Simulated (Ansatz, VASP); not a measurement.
**HgTe in VASP and in Ansatz**

```
Hg Te
1.0
     3.03190   -3.51255    0.00000
     3.03190    3.51255    0.00000
     0.00000    0.00000    5.87446
Hg Te
2 2
Direct
  0.65695 0.34305 0.25000
  0.34305 0.65695 0.75000
  0.21519 0.78481 0.25000
  0.78481 0.21519 0.75000
```

Alike in both runs: task single point; functional LDA; k mesh 6 × 6 × 5; occupations fermi-dirac, width 0.05 eV; no spin polarisation.

|  | VASP | Ansatz |
| --- | --- | --- |
| version | VASP 6.6.1 | Ansatz 0.2.0 |
| potentials or method | VASP PAW LDA potentials, release 64 (Hg, Te) | Ansatz PAW |
| plane-wave cutoff (eV) | 520 | 420 |
| valence electrons in the cell | 36 | 72 |

VASP gave:

* gap on the k mesh at the Fermi level (eV): none
* pressure (GPa): -5.9
* traceless stress, the component that is largest in VASP (GPa): 0.92
* rms of the force components (eV/Å): 0.143

Estimate Ansatz's values.

gap on the k mesh at the Fermi level (eV): none; pressure (GPa): -6.1; traceless stress, the component that is largest in VASP (GPa): 0.98; rms of the force components (eV/Å): 0.149.

LDA's correlation is that of Perdew and Zunger in VASP and of Perdew and Wang (1992) in Ansatz. Atom by atom the forces differ by 0.006 eV/Å (rms over components). A gap of «none» marks a metal or a gap that the smearing closes. VASP's potentials hold 36 valence electrons a cell and Ansatz's 72, so a difference there can come from the potentials and not from the codes.

Spin-orbit coupling is off throughout.
